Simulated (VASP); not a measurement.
Runs of VASP 6.6.1 on Ca. The structure is that of space group Fm-3m (No. 225), or close to it. The cells are those of the table. 

```csv
task,cell,smearing,gap on the mesh (eV),pressure (GPa),relaxed volume (Å³/atom)
relaxation of cell and atoms,"relaxed from a = 3.961 Å, angles 60.0°, 1 atom",gaussian 0.1 eV,none,0.0,(a)
relaxation of cell and atoms,"relaxed from a = 3.857 Å, angles 60.0°, 1 atom",fermi-dirac 0.15 eV,none,0.0,40.69
single point,"a = 3.857 Å, angles 60.0°, 1 atom",gaussian 0.1 eV,none,0.0,-
single point,"a = 3.860 Å, angles 60.0°, 1 atom",fermi-dirac 0.15 eV,none,0.0,-
```

Alike in all rows: level PBEsol; potentials or basis VASP PAW PBE potentials, release 64 (Ca_sv); no spin polarisation; k mesh 14 × 14 × 14; cutoff (eV) 500.

Task: Estimate the missing entries.

Result: (a) 40.60.

Caveats: the PAW data sets were made with another functional, which shifts forces and pressure a little.

A gap of «none» marks levels without a gap at the run's occupations.
